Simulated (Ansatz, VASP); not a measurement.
# ZnSe: VASP beside Ansatz

File POSCAR:

```
ZnSe
1.0
    0.0000000000      2.8879765188      2.8879765188
    2.8879765188      0.0000000000      2.8879765188
    2.8879765188      2.8879765188      0.0000000000
Zn Se
1 1
Direct
    0.0000000000      0.0000000000      0.0000000000
    0.2500000000      0.2500000000      0.2500000000
```

Contents of INCAR.step1:

```
PREC = Accurate
ENCUT = 550
ISMEAR = 0
SIGMA = 0.01
LREAL = F
LASPH = T
NELM = 120
NBANDS = 16
GGA = PE
ALGO = Normal
EDIFF = 1E-5
LWAVE = T
LCHARG = F
GGA_COMPAT = F
```

INCAR.step2

```
PREC = Accurate
ENCUT = 550
EDIFF = 1E-6
ISMEAR = 0
SIGMA = 0.01
LREAL = F
LASPH = T
NELM = 120
ALGO = Normal
ISIF = 2
LWAVE = F
LCHARG = F
METAGGA = R2SCAN
LMIXTAU = T
NBANDS = 16
ISTART = 1
GGA_COMPAT = F
```

KPOINTS

```
Automatic mesh
0
Gamma
  6 6 6
```

Input for Ansatz:

```yaml
crystal:
  lattice:
    - [0.0, 2.8879765188, 2.8879765188]
    - [2.8879765188, 0.0, 2.8879765188]
    - [2.8879765188, 2.8879765188, 0.0]
  atoms:
    - { symbol: Zn, position: [0.0, 0.0, 0.0] }
    - { symbol: Se, position: [0.25, 0.25, 0.25] }
kpoints:
  mp_grid: { grid: [6, 6, 6] }
hamiltonian:
  xc: r2scan
scf:
  occupations: { method: fixed }
  n_extra_bands: 4
output:
  forces: true
  stress: true
  eigenvalues: true
```

Alike in both runs: task single point; functional r2SCAN; k mesh 6 × 6 × 6; no spin polarisation.

|  | VASP | Ansatz |
| --- | --- | --- |
| version | VASP 6.6.1 | Ansatz 0.2.0 |
| potentials or method | VASP PAW PBE potentials, release 64 (Zn, Se) | plane waves, PAW |
| plane-wave cutoff (eV) | 550 | 500 |
| occupations | gaussian, width 0.01 eV | fixed |
| valence electrons in the cell | 18 | 28 |

|  | VASP | Ansatz | Ansatz less VASP |
| --- | --- | --- | --- |
| gap on the k mesh at the Fermi level (eV) | 1.62 | 1.62 | 0.000 |
| pressure (GPa) | -3.3 | -3.3 | -0.06 |

VASP's potentials were made for PBE, not for r2SCAN. VASP's potentials hold 18 valence electrons a cell and Ansatz's 28, so a difference there can come from the potentials and not from the codes.
